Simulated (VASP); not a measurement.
Li4Pt3: relaxation of cell and atoms with PBE

The system is Li4Pt3.

```xyz
7
Lattice="-2.8878 2.8878 2.8878 2.8878 -2.8878 2.8878 2.8878 2.8878 -2.8878" Properties=species:S:1:pos:R:3 pbc="T T T"
Li    1.4439    1.4439    1.4439
Li    1.4439    1.4439   -1.4439
Li    1.4439   -1.4439    1.4439
Li   -1.4439    1.4439    1.4439
Pt    2.8878    0.0000    0.0000
Pt    0.0000    2.8878    0.0000
Pt    0.0000    0.0000    2.8878
```

The cell was generated, and may not be a known phase.

```json
{
 "Program": "VASP 6.6.1",
 "Task": "relaxation of cell and atoms",
 "Functional": "PBE",
 "Potentials or basis": "VASP PAW PBE potentials, release 64 (Li_sv, Pt)",
 "Cutoff": "600 eV",
 "k mesh": "4 × 4 × 4",
 "Occupations": "gaussian, width 0.1 eV",
 "Spin": "no spin polarisation",
 "Dipole correction": "no",
 "Further INCAR settings": "ALGO = Normal; EDIFF = 1e-06; IBRION = 2; EDIFFG = -0.04; NSW = 90; ISIF = 3"
}
```

```json
{
 "Relaxed volume": "14.69 Å³/atom",
 "Relaxed cell": "a = 5.112 Å, b = 5.112 Å, c = 5.112 Å, α = 109.47°, β = 109.47°, γ = 109.47°",
 "Space group after relaxing (to 0.1 Å)": "Im-3m (No. 229)",
 "Energy gained by relaxing": "13.4 meV/atom",
 "Ionic steps": "2",
 "Pressure after relaxing": "-0.4 GPa",
 "Band gap on the k mesh": "zero (bands 21 and 22 overlap by 2.47 eV)"
}
```

Step by step:
```tsv
step	energy change (eV)	largest force (eV/Å)	pressure (GPa)	volume (Å³)
1	0.0000	0.0000	5.32	96.33
2	-0.0939	0.0000	-0.35	102.83
```

Final structure:
```cif
data_structure
_symmetry_space_group_name_H-M 'P 1'
_symmetry_Int_Tables_number 1
_cell_length_a 5.1120
_cell_length_b 5.1120
_cell_length_c 5.1120
_cell_angle_alpha 109.471
_cell_angle_beta 109.471
_cell_angle_gamma 109.471
_cell_volume 102.83
loop_
_atom_site_label
_atom_site_type_symbol
_atom_site_fract_x
_atom_site_fract_y
_atom_site_fract_z
_atom_site_occupancy
Li1 Li 0.50000 0.50000 0.50000 1
Li2 Li 0.00000 0.00000 0.50000 1
Li3 Li 0.00000 0.50000 0.00000 1
Li4 Li 0.50000 0.00000 0.00000 1
Pt1 Pt 0.00000 0.50000 0.50000 1
Pt2 Pt 0.50000 0.00000 0.50000 1
Pt3 Pt 0.50000 0.50000 0.00000 1
```

Levels at points of the mesh, in eV from the Fermi level:
| k point | band 18 | band 19 | band 20 | band 21 | band 22 | band 23 | band 24 | band 25 |
| --- | --- | --- | --- | --- | --- | --- | --- | --- |
| (0.00, 0.00, 0.00) | -0.39 | -0.39 | 1.02 | 1.47 | 1.47 | 1.47 | 2.68 | 2.68 |
| (0.50, 0.00, 0.00) | -1.23 | -0.87 | -0.76 | -0.58 | 2.32 | 2.42 | 2.57 | 4.06 |
| (0.50, 0.50, 0.50) | -0.42 | -0.42 | 0.63 | 0.63 | 0.63 | 1.59 | 1.59 | 3.20 |

Run time: 44 s on 1 thread of Intel(R) Xeon(R) Platinum 8488C (Sapphire Rapids), on a shared host, peak memory 0.25 GiB.

Caveat: the k points lie up to 0.38 Å⁻¹ apart in the final cell, too coarse for converged energies and pressures of a metal; the cutoff is under 1.25 times the usual one of these potentials, so pressure, stress and relaxed cells hold a basis-set (Pulay) error; spin-orbit coupling is left out, which moves the levels of the heavy elements.
